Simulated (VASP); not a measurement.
Here is a VASP 6.6.1 calculation.

INCAR

```
  PREC = Accurate
  ENCUT = 600
  EDIFF = 1E-7
  ISMEAR = 0
  SIGMA = 0.1
  LREAL = F
  LASPH = T
  NELM = 100
  ALGO = Normal
  ISIF = 3
  LWAVE = F
  LCHARG = F
  GGA = PE
  IBRION = 2
  NSW = 80
  EDIFFG = -0.05
```

The input KPOINTS:

```
Automatic mesh
0
Gamma
  8 8 8
```

File POSCAR:

```
BN
1.0
    0.0000000000      2.1707940970      2.1707940970
    2.1707940970      0.0000000000      2.1707940970
    2.1707940970      2.1707940970      0.0000000000
B N
1 1
Direct
    0.0000000000      0.0000000000      0.0000000000
    0.2500000000      0.2500000000      0.2500000000
```

Potentials or basis: VASP PAW PBE potentials, release 64 (B, N).

Run with:

```console
$ cat potpaw_PBE.64/B/POTCAR potpaw_PBE.64/N/POTCAR > POTCAR
$ mpirun -np 1 vasp_std > vasp.out
```

Question: Estimate the band gap on the k mesh.

Answer: 4.45 eV, indirect (least direct gap 8.77 eV).

Question: Predict the relaxed volume.

Answer: 5.96 Å³/atom.

Question: What does it give for the relaxed cell?

Answer: a = 2.564 Å, b = 2.564 Å, c = 2.564 Å, α = 60.00°, β = 60.00°, γ = 60.00°.

Question: Estimate the space group after relaxing (to 0.05 Å).

Answer: F-43m (No. 216).

The path:
| step | energy change (eV) | largest force (eV/Å) | pressure (GPa) | volume (Å³) |
| --- | --- | --- | --- | --- |
| 1 | 0.0000 | 0.0000 | -70.35 | 20.46 |
| 2 | -2.3702 | 0.0000 | 101.80 | 9.83 |
| 3 | -2.9411 | 0.0000 | -1.48 | 11.97 |
| 4 | -2.9405 | 0.0000 | 2.95 | 11.83 |
| 5 | -2.9406 | 0.0000 | -2.66 | 12.00 |
| 6 | -2.9413 | 0.0000 | 0.01 | 11.92 |

Caveat: the volume moved by over 15 % at a fixed basis, so the end points are rough. A k mesh can miss the band edges.
